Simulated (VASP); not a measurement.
The system is H6Pb.

```
H Pb
1.0
    -2.56164    2.56164    2.56164
     2.56164   -2.56164    2.56164
     2.56164    2.56164   -2.56164
H Pb
6 1
Direct
  0.50000 0.75000 0.25000
  0.50000 0.25000 0.75000
  0.25000 0.50000 0.75000
  0.75000 0.50000 0.25000
  0.75000 0.25000 0.50000
  0.25000 0.75000 0.50000
  0.00000 0.00000 0.00000
```

The cell was built from a structure type or drawn by symmetry, and may not be a known phase.

| Property | Result |
| --- | --- |
| Program | VASP 6.6.1 |
| Task | relaxation of cell and atoms |
| Functional | PBE |
| Potentials or basis | VASP PAW PBE potentials, release 64 (H, Pb_d) |
| Cutoff | 600 eV |
| k mesh | 6 × 6 × 6 |
| Occupations | gaussian, width 0.1 eV |
| Spin | no spin polarisation |

At the start: pressure -12.3 GPa; volume 9.61 Å³/atom.

Q: Where does the relaxation end?

A: Over 5 steps the energy falls by 127.1 meV/atom and the volume is 7.02 Å³/atom (-26.9 %); space group Im-3m (No. 229, to 0.1 Å) before and after.

Step by step:
```
step  energy change (eV)  largest force (eV/Å)  pressure (GPa)  volume (Å³)
   1              0.0000                0.0000          -12.28        67.24
   2             -0.4837                0.0000           -9.87        60.33
   3             -0.8518                0.0000           -3.80        52.16
   4             -0.8873                0.0000            1.07        48.38
   5             -0.8898                0.0000           -0.07        49.15
```

Final structure:
```
H Pb
1.0
    -2.30751    2.30751    2.30751
     2.30751   -2.30751    2.30751
     2.30751    2.30751   -2.30751
H Pb
6 1
Direct
  0.50000 0.75000 0.25000
  0.50000 0.25000 0.75000
  0.25000 0.50000 0.75000
  0.75000 0.50000 0.25000
  0.75000 0.25000 0.50000
  0.25000 0.75000 0.50000
  0.00000 0.00000 0.00000
```

Caveat: the volume moved by over 15 % at a fixed basis, so the end points are rough.
